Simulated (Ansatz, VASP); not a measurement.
# One calculation of Ge, two programs

```
Ge
1.0
    -3.36557    3.36557    3.57375
     3.36557   -3.36557    3.57375
     3.36557    3.36557   -3.57375
Ge
8
Direct
  0.50000 0.00000 0.79584
  0.79584 0.50000 0.00000
  0.00000 0.79584 0.50000
  0.70416 0.70416 0.70416
  0.50000 0.00000 0.20416
  0.20416 0.50000 0.00000
  0.00000 0.20416 0.50000
  0.29584 0.29584 0.29584
```

Change from the starting cell: strain -0.030 along x and y, +0.030 along z, atoms carried along.

Alike in both runs: task single point; functional PBEsol; k mesh 8 × 8 × 8; occupations gaussian, width 0.15 eV; no spin polarisation.

|  | VASP | Ansatz |
| --- | --- | --- |
| version | VASP 6.6.1 | Ansatz 0.2.0 |
| potentials or method | VASP PAW PBE potentials, release 64 (Ge_d), cutoff 520 eV | scalar-relativistic, plane waves, PAW |
| valence electrons in the cell | 112 | 112 |

Ansatz gave:

```
gap on the k mesh at the Fermi level (eV)                     : none
pressure (GPa)                                                : 2.6
traceless stress, the component that is largest in VASP (GPa) : -4.78
rms of the force components (eV/Å)                            : 0.223
```

**Question.** Estimate VASP's values.

**Answer.** gap on the k mesh at the Fermi level (eV): none; pressure (GPa): 2.5; traceless stress, the component that is largest in VASP (GPa): -4.78; rms of the force components (eV/Å): 0.221.

VASP's potentials were made for PBE, not for PBEsol. Atom by atom the forces differ by 0.002 eV/Å (rms over components). A gap of «none» marks a metal or a gap that the smearing closes.
